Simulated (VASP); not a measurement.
A run of VASP 6.6.1:

File INCAR:

```
  PREC = Accurate
  ENCUT = 520
  EDIFF = 1E-6
  ISMEAR = 0
  SIGMA = 0.1
  LREAL = False
  LASPH = True
  NELM = 60
  ALGO = Normal
  ISIF = 2
  LWAVE = False
  LCHARG = False
  LDIPOL = True
  IDIPOL = 3
  DIPOL = 0.5 0.5 0.345
  GGA = PE
  IVDW = 12
  NBANDS = 16
```

Contents of KPOINTS:

```
regular mesh
0
Gamma
  15 15 1
```

The input POSCAR:

```
C
1.0
    2.4657189590      0.0000000000      0.0000000000
   -1.2328594795      2.1353752571      0.0000000000
    0.0000000000      0.0000000000     17.5000000000
C
4
Direct
    0.3333333333      0.6666666667      0.2571428571
    0.6666666667      0.3333333333      0.2571428571
    0.3333333333      0.8333333333      0.4320000000
    0.0000000000      1.1666666667      0.4320000000
```

Potentials or basis: VASP PAW PBE potentials, release 64 (C).

Command:

```sh
$ cat potpaw_PBE.64/C/POTCAR > POTCAR
$ mpirun -np 1 vasp_std > vasp.out
```

Hardware: 1 thread of AMD EPYC 7R13 (shared host).

Task: How long does it take, and how much memory?

Result: Wall time 4.1 min on 1 thread of AMD EPYC 7R13 (shared host), peak memory 0.25 GiB. Counts: scf iterations 19, k points 113.
